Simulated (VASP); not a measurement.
# MgO: single point with PBE

**The experiment to reproduce.**

From “Electronic structure of alkaline earth and post-transition metal oxides”, 2009, arxiv:0908.1581, for a bulk crystal of MgO: band gap 7.83 eV.

The system is MgO.

```
CELL_PARAMETERS angstrom
0.00000 2.13515 2.13515
2.13515 0.00000 2.13515
2.13515 2.13515 0.00000
ATOMIC_POSITIONS crystal
Mg 0.00000 0.00000 0.00000
O 0.50000 0.50000 0.50000
```

```
Program                : VASP 6.6.1
Task                   : single point
Functional             : PBE
Potentials or basis    : VASP PAW PBE potentials, release 64 (Mg, O)
Cutoff                 : 600 eV
k mesh                 : 8 × 8 × 8
Occupations            : gaussian, width 0.1 eV
Spin                   : no spin polarisation
Dipole correction      : no
Further INCAR settings : ALGO = Normal; EDIFF = 1e-06; NBANDS = 11
```

```json
{"Pressure": "-2.7 GPa", "Band gap on the k mesh": "4.34 eV, direct"}
```

Levels at points of the mesh, in eV from the valence-band top:
| k point | band 2 | band 3 | band 4 | band 5 | band 6 | band 7 |
| --- | --- | --- | --- | --- | --- | --- |
| (0.00, 0.00, 0.00) | 0.00 | 0.00 | 0.00 | 4.34 | 15.57 | 15.57 |
| (0.50, 0.00, 0.00) | -4.44 | -0.61 | -0.61 | 7.64 | 12.14 | 15.89 |
| (0.50, 0.50, 0.00) | -3.92 | -1.29 | -1.29 | 9.07 | 9.53 | 12.67 |

Wall time 3.6 s on 1 thread of Intel(R) Xeon(R) Platinum 8488C (Sapphire Rapids) (shared host), peak memory 0.13 GiB.

A measured gap of MgO is 7.83 eV (quoted in “Electronic structure of alkaline earth and post-transition metal oxides”, 2009, arxiv:0908.1581); the calculated 4.34 eV misses it by -3.49 eV. The value is that of PBE, without temperature or zero-point motion. Semilocal functionals fall short of measured gaps as a rule.
